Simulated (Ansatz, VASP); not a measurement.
# TlRh4: VASP beside Ansatz

INCAR

```
SYSTEM = TlRh4
PREC     = Accurate       ! precision mode
ENCUT    = 600            ! plane-wave cutoff, eV
EDIFF    = 1E-6           ! SCF threshold, eV
ISMEAR   = 0              ! smearing method
SIGMA    = 0.1            ! smearing width, eV
LREAL    = .FALSE.        ! projectors in reciprocal space
LASPH    = .TRUE.         ! aspherical terms in the spheres
NELM     = 100            ! most SCF steps
ALGO     = Fast           ! electronic algorithm
ISIF     = 3              ! what is computed and relaxed
LWAVE    = .FALSE.        ! write WAVECAR
LCHARG   = .FALSE.        ! write CHGCAR
GGA      = PE             ! functional
IBRION   = 2              ! ionic algorithm
NSW      = 90             ! ionic steps
EDIFFG   = -0.04          ! ionic threshold
```

File KPOINTS:

```
Automatic mesh
0
G
  4 4 4
  0 0 0
```

File POSCAR:

```
TlRh4
1.0
    4.4319133600      0.0000000000      0.0000000000
    0.0000000000      4.4319133600      0.0000000000
    0.0000000000      0.0000000000      4.4319133600
Tl Rh
1 4
Direct
    0.0000000000      0.0000000000      0.0000000000
    0.5000000000      0.0000000000      0.0000000000
    0.0000000000      0.5000000000      0.0000000000
    0.0000000000      0.0000000000      0.5000000000
    0.5000000000      0.5000000000      0.5000000000
```

Input for Ansatz:

```yaml
crystal:
  lattice:
    - [4.43191336, 0.0, 0.0]
    - [0.0, 4.43191336, 0.0]
    - [0.0, 0.0, 4.43191336]
  atoms:
    - { symbol: Tl, position: [0.0, 0.0, 0.0] }
    - { symbol: Rh, position: [0.5, 0.0, 0.0] }
    - { symbol: Rh, position: [0.0, 0.5, 0.0] }
    - { symbol: Rh, position: [0.0, 0.0, 0.5] }
    - { symbol: Rh, position: [0.5, 0.5, 0.5] }
basis:
  ecutwfc: 420
kpoints:
  mp_grid: { grid: [4, 4, 4] }
hamiltonian:
  xc: pbe
scf:
  occupations: { method: gaussian, width: 0.1 }
  lower_state_search: "off"
output:
  forces: true
  stress: true
  eigenvalues: true
relax:
  adjacent_minimum: "off"
  f_tol: 0.04
  max_steps: 70
  cell: { stress_tol: 0.4 }
```

Alike in both runs: task relaxation of cell and atoms; functional PBE; k mesh 4 × 4 × 4; occupations gaussian, width 0.1 eV; no spin polarisation.

```csv
,VASP,Ansatz
version,VASP 6.6.1,Ansatz 0.2.0
potentials or method,"VASP PAW PBE potentials, release 64 (Tl_d, Rh_pv), cutoff 600 eV","scalar-relativistic, plane waves, PAW"
valence electrons in the cell,73,81
```

|  | VASP | Ansatz | Ansatz less VASP |
| --- | --- | --- | --- |
| gap on the k mesh at the Fermi level, each at its own relaxed structure (eV) | none | none | - |
| relaxed volume (Å³/atom) | 23.28 | 23.22 | -0.063 |
| relaxed length of the cell vector where the two differ most in proportion (Å) | 4.883 | 4.878 | -0.0044 |

A gap of «none» marks a metal or a gap that the smearing closes. VASP's potentials hold 73 valence electrons a cell and Ansatz's 81, so a difference there can come from the potentials and not from the codes.

Spin-orbit coupling is off throughout. Noted on VASP's run: the volume moved by over 15 % at a fixed basis, so the end points are rough.
